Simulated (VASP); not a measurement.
# SiO2 (P4_12_12) in VASP: a series of runs

The runs below take SiO2 through single point, relaxation of cell and atoms, with RPBE+D4.

Everything below comes from runs of VASP 6.6.1. Logs are shortened: lines on timing, memory, paths and dates and some standing lists are left out, and cuts for length are marked.

**1. The cell of the first run**

It takes space group P4_12_12 (No. 92, tetragonal). Conventional cell: a = 4.874 Å, b = 4.874 Å, c = 6.659 Å, α = 90.00°, β = 90.00°, γ = 90.00°. Si (site symmetry 2) has 4 O at 1.63 Å within 2.2 Å. O (site symmetry 1) has 2 Si at 1.63 Å within 2.2 Å.

**2. Single point, RPBE+D4**

Input file INCAR:

```
SYSTEM = SiO2
ALGO = Normal
EDIFF = 1E-6
ENCUT = 600
GGA = RP
GGA_COMPAT = .False.
ISIF = 2
ISMEAR = -1
IVDW = 13
LASPH = .True.
LCHARG = .False.
LREAL = .False.
LWAVE = .False.
NBANDS = 44
NELM = 120
PREC = Accurate
SIGMA = 0.05
```

Input file KPOINTS:

```
k-points
0
Gamma
  6 6 4
  0 0 0
```

Input file POSCAR:

```
SiO2
1.0
    4.8742652290      0.0000000000      0.0000000000
    0.0000000000      4.8742652290      0.0000000000
    0.0000000000      0.0000000000      6.6586755015
Si O
4 8
Direct
    0.8183370267      0.1816629733      0.7500000000
    0.6816629733      0.6816629733      0.5000000000
    0.1816629733      0.8183370267      0.2500000000
    0.3183370267      0.3183370267      0.0000000000
    0.1414046082      0.2308260092      0.8020045270
    0.2691739908      0.6414046082      0.0520045270
    0.8585953918      0.7691739908      0.3020045270
    0.7308260092      0.3585953918      0.5520045270
    0.6414046082      0.2691739908      0.9479954730
    0.7691739908      0.8585953918      0.6979954730
    0.3585953918      0.7308260092      0.4479954730
    0.2308260092      0.1414046082      0.1979954730
```

Potentials or basis: VASP PAW PBE potentials, release 64 (Si, O).

Command:

```sh
cat potpaw_PBE.64/Si/POTCAR potpaw_PBE.64/O/POTCAR > POTCAR
mpirun -np 1 vasp_std > vasp.out
```

OUTCAR:

```text
SYSTEM = SiO2
   EDIFF = 1E-6
   ENCUT = 600
   GGA = RP
   ISIF = 2
   ISMEAR = -1
   IVDW = 13
   LASPH = .True.
   LREAL = .False.
   NELM = 120
   PREC = Accurate

 ion  position               nearest neighbor table
   1  0.818  0.182  0.750-   5 1.63  10 1.63   9 1.63   8 1.63   2 3.03   4 3.03   2 3.03   4 3.03

   2  0.682  0.682  0.500-   8 1.63  11 1.63  10 1.63   7 1.63   1 3.03   3 3.03   1 3.03   3 3.03

   3  0.182  0.818  0.250-   7 1.63  12 1.63  11 1.63   6 1.63   2 3.03   4 3.03   4 3.03   2 3.03

   4  0.318  0.318  0.000-   6 1.63   9 1.63   5 1.63  12 1.63   1 3.03   3 3.03   3 3.03   1 3.03

   5  0.141  0.231  0.802-   1 1.63   4 1.63
   6  0.269  0.641  0.052-   4 1.63   3 1.63
   7  0.859  0.769  0.302-   3 1.63   2 1.63
   8  0.731  0.359  0.552-   2 1.63   1 1.63
   9  0.641  0.269  0.948-   4 1.63   1 1.63
  10  0.769  0.859  0.698-   1 1.63   2 1.63
  11  0.359  0.731  0.448-   2 1.63   3 1.63
  12  0.231  0.141  0.198-   3 1.63   4 1.63

  LATTYP: Found a simple tetragonal cell.
 ALAT       =     4.8742652290
 C/A-ratio  =     1.3660880540

  Lattice vectors:

 A1 = (   4.8742652290,   0.0000000000,   0.0000000000)
 A2 = (   0.0000000000,   4.8742652290,   0.0000000000)
 A3 = (   0.0000000000,   0.0000000000,   6.6586755015)

Analysis of symmetry for initial positions (statically):
=====================================================================
 Subroutine PRICEL returns:
 Original cell was already a primitive cell.

 Routine SETGRP: Setting up the symmetry group for a
 simple tetragonal supercell.

 Subroutine GETGRP returns: Found  8 space group operations
 (whereof  2 operations were pure point group operations)
 out of a pool of 16 trial point group operations.

The static configuration has the point symmetry C_2 .
 The point group associated with its full space group is D_4 .

Analysis of symmetry for dynamics (positions and initial velocities):
=====================================================================
 Subroutine PRICEL returns:
 Original cell was already a primitive cell.

 Routine SETGRP: Setting up the symmetry group for a
 simple tetragonal supercell.

 Subroutine GETGRP returns: Found  8 space group operations
 (whereof  2 operations were pure point group operations)
 out of a pool of 16 trial point group operations.

The dynamic configuration has the point symmetry C_2 .
 The point group associated with its full space group is D_4 .

 Subroutine INISYM returns: Found  8 space group operations
 (whereof  2 operations are pure point group operations),
 and found     1 'primitive' translations

----------------------------------------------------------------------------------------

                                     Primitive cell

  volume of cell :     158.1999

  direct lattice vectors                    reciprocal lattice vectors
     4.874265229  0.000000000  0.000000000     0.205159127  0.000000000  0.000000000
     0.000000000  4.874265229  0.000000000     0.000000000  0.205159127  0.000000000
     0.000000000  0.000000000  6.658675502     0.000000000  0.000000000  0.150180017

  length of vectors
     4.874265229  4.874265229  6.658675502     0.205159127  0.205159127  0.150180017

  position of ions in fractional coordinates (direct lattice)
     0.818337027  0.181662973  0.750000000
     0.681662973  0.681662973  0.500000000
     0.181662973  0.818337027  0.250000000
     0.318337027  0.318337027  0.000000000
     0.141404608  0.230826009  0.802004527
     0.269173991  0.641404608  0.052004527
     0.858595392  0.769173991  0.302004527
     0.730826009  0.358595392  0.552004527
     0.641404608  0.269173991  0.947995473
     0.769173991  0.858595392  0.697995473
     0.358595392  0.730826009  0.447995473
     0.230826009  0.141404608  0.197995473

  ion indices of the primitive-cell ions
   primitive index   ion index
                 1           1
                 2           2
                 3           3
                 4           4
                 5           5
                 6           6
                 7           7
                 8           8
                 9           9
                10          10
                11          11
                12          12

----------------------------------------------------------------------------------------

 KPOINTS: k-points

Automatic generation of k-mesh.
 Grid dimensions read from file:
 generate k-points for:    6    6    4

 Generating k-lattice:

  Cartesian coordinates                     Fractional coordinates (reciprocal lattice)
     0.034193188  0.000000000  0.000000000     0.166666667  0.000000000  0.000000000
     0.000000000  0.034193188  0.000000000     0.000000000  0.166666667  0.000000000
     0.000000000  0.000000000  0.037545004     0.000000000  0.000000000  0.250000000

  Length of vectors
     0.034193188  0.034193188  0.037545004

  Shift w.r.t. Gamma in fractional coordinates (k-lattice)
     0.000000000  0.000000000  0.000000000

 Subroutine IBZKPT returns following result:
 ===========================================

 Found     30 irreducible k-points:

 Following reciprocal coordinates:
            Coordinates               Weight
  0.000000  0.000000  0.000000      1.000000
  0.166667  0.000000  0.000000      4.000000
  0.333333  0.000000  0.000000      4.000000
  0.500000  0.000000  0.000000      2.000000
  0.166667  0.166667  0.000000      4.000000
  0.333333  0.166667  0.000000      8.000000
[... 16 lines left out ...]
  0.333333  0.000000  0.500000      4.000000
  0.500000  0.000000  0.500000      2.000000
 [... further k-points ...]
   k-points           NKPTS =     30   k-points in BZ     NKDIM =     30   number of bands    NBANDS=     44
   number of dos      NEDOS =    301   number of ions     NIONS =     12
   total plane-waves  NPLWV =  86400
   dimension x,y,z NGX =    40 NGY =   40 NGZ =   54
   dimension x,y,z NGXF=    80 NGYF=   80 NGZF=  108
   ions per type =               4   8
   NGX,Y,Z   is equivalent  to a cutoff of  13.64, 13.64, 13.48 a.u.
   NGXF,Y,Z  is equivalent  to a cutoff of  27.29, 27.29, 26.96 a.u.
 SYSTEM =  SiO2
   PREC   = accura    normal or accurate (medium, high low for compatibility)
   ISTART =      0    job   : 0-new  1-cont  2-samecut
   ICHARG =      2    charge: 1-file 2-atom 10-const
   ISPIN  =      1    spin polarized calculation?
   LNONCOLLINEAR =      F non collinear calculations
   LSORBIT =      F    spin-orbit coupling
   LASPH  =      T    aspherical Exc in radial PAW
   ENCUT  =  600.0 eV  44.10 Ry    6.64 a.u.   9.74  9.74 13.30*2*pi/ulx,y,z
   NELM   =    120;   NELMIN=  2; NELMDL= -5     # of ELM steps
   EDIFF  = 0.1E-05   stopping-criterion for ELM
   LREAL  =      F    real-space projection
   EDIFFG = 0.1E-04   stopping-criterion for IOM
   NSW    =      0    number of steps for IOM
   IBRION =     -1    ionic relax: 0-MD 1-quasi-New 2-CG
   NFREE  =      0    steps in history (QN), initial steepest desc. (CG)
   ISIF   =      2    stress and relaxation
   ISYM   =      2    0-nonsym 1-usesym 2-fastsym
   POTIM  = 0.5000    time-step for ionic-motion
   TEBEG  =    0.0;   TEEND  =   0.0 temperature during run
   PSTRESS=    0.0 pullay stress
   NELECT =      64.0000    total number of electrons
   NUPDOWN=      -1.0000    fix difference up-down
   EMIN   =  10.00;   EMAX   =-10.00  energy-range for DOS
   EFERMI =   0.00;   METHOD = LEGACY
   ISMEAR =    -1;   SIGMA  =   0.05  broadening in eV -4-tet -1-fermi 0-gaus
   EFERMI_NEDOS =   21; number of points for ismear=-14 and -15
   IALGO  =     38    algorithm
   IMIX   =      4    mixing-type and parameters
     AMIX     =   0.40;   BMIX     =  1.00
     AMIX_MAG =   1.60;   BMIX_MAG =  1.00
  volume/ion in A,a.u.               =      13.18        88.97
  Fermi-wavevector in a.u.,A,eV,Ry     =   1.210782  2.288047 19.946060  1.465994
  Thomas-Fermi vector in A             =   2.346318
   LORBIT       =      0    0 simple, 1 ext, 2 COOP (PROOUT), +10 PAW based schemes
   GGA     = RP    functional components
   LHFCALC =     F    Hartree Fock is set to
   AEXX    =    0.0000 exact exchange contribution
   IVDW    =    13    specifies the selected vdW correction
   LEPSILON=     F    determine dielectric tensor
   LRPA    =     F    only Hartree local field effects (RPA)
 non-spin polarized calculation
  energy-cutoff  :      600.00
  volume of cell :      158.20
 maximum number of plane-waves:      5319
 NGX is ok and might be reduce to    40
   NGX = 19   NGY = 19   NGZ = 27

 number of electron      64.0000028 magnetization

 Free energy of the ion-electron system (eV)
  ---------------------------------------------------
  ext. energy  EPLUGINS =         0.00000000
  ---------------------------------------------------
  free energy    TOTEN  =       -90.91413010 eV

  energy without entropy =      -90.91413010  energy(sigma->0) =      -90.91413010

 E-fermi :   1.9202     XC(G=0):  -8.6415

 val. band max:        0.9051671016   @ k =   0.0000   0.0000   0.0000
 cond. band min:       6.7733933708   @ k =   0.0000   0.0000   0.0000
 fundamental gap:      5.8682262692
 Fermi energy:         1.9202359623

 k-point     1 :       0.0000    0.0000    0.0000
  band No.  band energies     occupation
      1     -18.5556      2.00000
      2     -17.6305      2.00000
      3     -17.6305      2.00000
      4     -16.5239      2.00000
      5     -16.4519      2.00000
      6     -16.4519      2.00000
[... 36 lines left out ...]
     43      13.0149      0.00000
     44      13.0619      0.00000
[... 1040 lines left out ...]
      4     -17.1281      2.00000
      5     -16.5195      2.00000
      6     -16.5195      2.00000
[... 36 lines left out ...]
     43      12.4110      0.00000
     44      12.4408      0.00000

 [... further k-points ...]

------------------------ aborting loop because EDIFF is reached ----------------------------------------

  DFT-D4 for vdW energy calculation

  Edisp (eV):   -4.16700

  FORCE on cell =-STRESS in cart. coord.  units (eV):
  Direction    XX          YY          ZZ          XY          YZ          ZX
  --------------------------------------------------------------------------------------
  -------------------------------------------------------------------------------------
  Total      -0.55520    -0.55520    -0.63708     0.00000     0.00000     0.00000
  in kB      -5.62281    -5.62281    -6.45202     0.00000     0.00000     0.00000
  external pressure =       -5.90 kB  Pullay stress =        0.00 kB

 VOLUME and BASIS-vectors are now :
 -----------------------------------------------------------------------------
  energy-cutoff  :      600.00
  volume of cell :      158.20
      direct lattice vectors                 reciprocal lattice vectors
     4.874265229  0.000000000  0.000000000     0.205159127  0.000000000  0.000000000
     0.000000000  4.874265229  0.000000000     0.000000000  0.205159127  0.000000000
     0.000000000  0.000000000  6.658675502     0.000000000  0.000000000  0.150180017

 POSITION                                       TOTAL-FORCE (eV/Angst)
 -----------------------------------------------------------------------------------
      3.98879      0.88547      4.99401         0.021768     -0.021768     -0.000000
      3.32261      3.32261      3.32934        -0.021768     -0.021768      0.000000
      0.88547      3.98879      1.66467        -0.021768      0.021768      0.000000
      1.55166      1.55166      0.00000         0.021768      0.021768      0.000000
      0.68924      1.12511      5.34029        -0.019798      0.007487      0.030153
      1.31203      3.12638      0.34628        -0.007487     -0.019798      0.030153
      4.18502      3.74916      2.01095         0.019798     -0.007487      0.030153
      3.56224      1.74789      3.67562         0.007487      0.019798      0.030153
      3.12638      1.31203      6.31239        -0.019798     -0.007487     -0.030153
      3.74916      4.18502      4.64773        -0.007487      0.019798     -0.030153
      1.74789      3.56224      2.98306         0.019798      0.007487     -0.030153
      1.12511      0.68924      1.31839         0.007487     -0.019798     -0.030153
 -----------------------------------------------------------------------------------
    total drift:                               -0.000000      0.000000      0.000000

  FREE ENERGIE OF THE ION-ELECTRON SYSTEM (eV)
  ---------------------------------------------------
  free  energy   TOTEN  =       -95.0811278537 eV

  energy  without entropy=      -95.0811278536  energy(sigma->0) =      -95.08112785
```

Run time: 2.1 min. Hardware: 1 thread of Intel Xeon 6975P-C (Granite Rapids), shared host; peak memory 0.38 GiB.

What came out:

| Item | Value |
| --- | --- |
| Free energy | -95.0811 eV |
| Pressure | -0.6 GPa |
| Largest force | 0.037 eV/Å |
| Band gap on the k mesh | 5.87 eV |
| Dispersion energy per atom | -0.347 eV |

Forces on the atoms (eV/Å):
```
Si   0.022 -0.022  0.000
Si  -0.022 -0.022  0.000
Si  -0.022  0.022  0.000
Si   0.022  0.022  0.000
O   -0.020  0.007  0.030
O   -0.007 -0.020  0.030
O    0.020 -0.007  0.030
O    0.007  0.020  0.030
O   -0.020 -0.007 -0.030
O   -0.007  0.020 -0.030
O    0.020  0.007 -0.030
O    0.007 -0.020 -0.030
```

Caveat: the PAW data sets were made with another functional, which shifts forces and pressure a little.

**3. Relaxation of cell and atoms, RPBE+D4**

This run uses another cell than the first one, of 14.40 Å³/atom.

Input file INCAR:

```
SYSTEM = SiO2
ALGO     = Normal         ! electronic algorithm
EDIFF    = 1E-7           ! SCF threshold, eV
EDIFFG   = -0.01          ! ionic threshold
ENCUT    = 600            ! plane-wave cutoff, eV
GGA      = RP             ! functional
GGA_COMPAT= .False.      
IBRION   = 2              ! ionic algorithm
ISIF     = 3              ! what is computed and relaxed
ISMEAR   = -1             ! smearing method
IVDW     = 13             ! dispersion correction
LASPH    = .True.         ! aspherical terms in the spheres
LCHARG   = .False.        ! write CHGCAR
LREAL    = .False.        ! projectors in reciprocal space
LWAVE    = .False.        ! write WAVECAR
NELM     = 120            ! most SCF steps
NELMIN   = 4            
NSW      = 60             ! ionic steps
PREC     = Accurate       ! precision mode
SIGMA    = 0.05           ! smearing width, eV
```

KPOINTS is that of step 2.

Input file POSCAR:

```
SiO2
1.0
    4.9820000000      0.0000000000      0.0000000000
    0.0000000000      4.9820000000      0.0000000000
    0.0000000000      0.0000000000      6.9630000000
Si O
4 8
Direct
    0.7989700000      0.2010300000      0.7500000000
    0.7010300000      0.7010300000      0.5000000000
    0.2010300000      0.7989700000      0.2500000000
    0.2989700000      0.2989700000      0.0000000000
    0.1034700000      0.2398900000      0.8218700000
    0.2601100000      0.6034700000      0.0718700000
    0.8965300000      0.7601100000      0.3218700000
    0.7398900000      0.3965300000      0.5718700000
    0.6034700000      0.2601100000      0.9281300000
    0.7601100000      0.8965300000      0.6781300000
    0.3965300000      0.7398900000      0.4281300000
    0.2398900000      0.1034700000      0.1781300000
```

Potentials or basis: VASP PAW PBE potentials, release 64 (Si, O).

Command:

```sh
cat potpaw_PBE.64/Si/POTCAR potpaw_PBE.64/O/POTCAR > POTCAR
mpirun -np 1 vasp_std > vasp.out
```

Wall time 54 min (1 thread of Intel Xeon 6975P-C (Granite Rapids), shared host); peak memory 0.4 GiB.

The run converged. Its results:

| Property | Result |
| --- | --- |
| Free energy | -95.1254 eV |
| Relaxed volume | 13.01 Å³/atom |
| Relaxed cell | a = 4.856 Å, b = 4.856 Å, c = 6.619 Å, α = 90.00°, β = 90.00°, γ = 90.00° |
| Space group after relaxing (to 0.1 Å) | P4_12_12 (No. 92) |
| Energy gained by relaxing | 20.0 meV/atom |
| Ionic steps | 49 |
| Pressure after relaxing | 0.0 GPa |
| Largest force after relaxing | 0.009 eV/Å |
| Band gap on the k mesh | 5.90 eV |
| Dispersion energy per atom | -0.352 eV |

Forces on the atoms (eV/Å):
```
Si   0.000  0.000  0.000
Si   0.000  0.000  0.000
Si   0.000  0.000  0.000
Si   0.000  0.000  0.000
O    0.008  0.001 -0.004
O   -0.001  0.008 -0.004
O   -0.008 -0.001 -0.004
O    0.001 -0.008 -0.004
O    0.008 -0.001  0.004
O   -0.001 -0.008  0.004
O   -0.008  0.001  0.004
O    0.001  0.008  0.004
```

The path:
```csv
step,energy change (eV),largest force (eV/Å),pressure (GPa),volume (Å³)
1,0.0000,0.4821,5.45,172.82
3,-0.1105,0.1972,0.04,178.32
5,-0.1000,0.4912,-0.59,178.90
7,-0.1160,0.0737,-0.17,178.30
9,-0.1249,0.1006,-0.64,177.10
11,-0.1300,0.1057,-0.30,175.92
13,-0.1365,0.2902,1.34,170.68
15,-0.1391,0.2395,0.94,171.67
17,-0.1533,0.2079,0.92,169.67
19,-0.1904,0.3636,0.70,161.80
21,-0.1942,0.3839,0.80,159.60
23,-0.2104,0.0899,-0.30,156.96
25,-0.2169,0.0538,0.11,156.52
27,-0.2187,0.2910,2.04,154.52
29,-0.2253,0.1503,1.07,155.46
31,-0.2320,0.1704,0.38,155.69
33,-0.2345,0.1193,-0.35,156.17
35,-0.2357,0.0922,-0.11,156.03
37,-0.2359,0.1508,0.87,155.56
39,-0.2387,0.0398,0.32,155.87
41,-0.2394,0.0273,0.06,156.12
43,-0.2395,0.0167,-0.08,156.23
45,-0.2396,0.0163,-0.01,156.15
47,-0.2397,0.0215,0.03,156.10
49,-0.2397,0.0088,0.03,156.08
```

Final structure:
```
Si O
1.0
     4.85613    0.00000    0.00000
     0.00000    4.85613    0.00000
     0.00000    0.00000    6.61862
Si O
4 8
Direct
  0.82015 0.17985 0.75000
  0.67985 0.67985 0.50000
  0.17985 0.82015 0.25000
  0.32015 0.32015 0.00000
  0.14425 0.23020 0.80075
  0.26980 0.64425 0.05075
  0.85575 0.76980 0.30075
  0.73020 0.35575 0.55075
  0.64425 0.26980 0.94925
  0.76980 0.85575 0.69925
  0.35575 0.73020 0.44925
  0.23020 0.14425 0.19925
```

Levels at points of the mesh, in eV from the valence-band top:
| k point | band 28 | band 29 | band 30 | band 31 | band 32 | band 33 | band 34 | band 35 | band 36 | band 37 |
| --- | --- | --- | --- | --- | --- | --- | --- | --- | --- | --- |
| (0.00, 0.00, 0.00) | -1.23 | -0.78 | -0.51 | -0.51 | 0.00 | 5.90 | 8.93 | 8.93 | 9.62 | 9.67 |
| (0.50, 0.00, 0.00) | -0.96 | -0.74 | -0.74 | -0.49 | -0.49 | 8.02 | 8.02 | 9.36 | 9.36 | 9.82 |
| (0.50, 0.50, 0.00) | -1.18 | -0.58 | -0.58 | -0.48 | -0.48 | 8.70 | 8.70 | 8.89 | 8.89 | 9.87 |
| (0.00, 0.00, 0.50) | -1.13 | -0.70 | -0.70 | -0.37 | -0.37 | 7.29 | 7.29 | 9.28 | 9.28 | 10.13 |
| (0.50, 0.00, 0.50) | -1.08 | -0.88 | -0.88 | -0.24 | -0.24 | 8.30 | 8.30 | 9.52 | 9.52 | 9.94 |
| (0.50, 0.50, 0.50) | -1.29 | -0.49 | -0.49 | -0.49 | -0.49 | 9.23 | 9.23 | 9.23 | 9.23 | 9.96 |

Caveat: the PAW data sets were made with another functional, which shifts forces and pressure a little. A k mesh can miss the band edges.
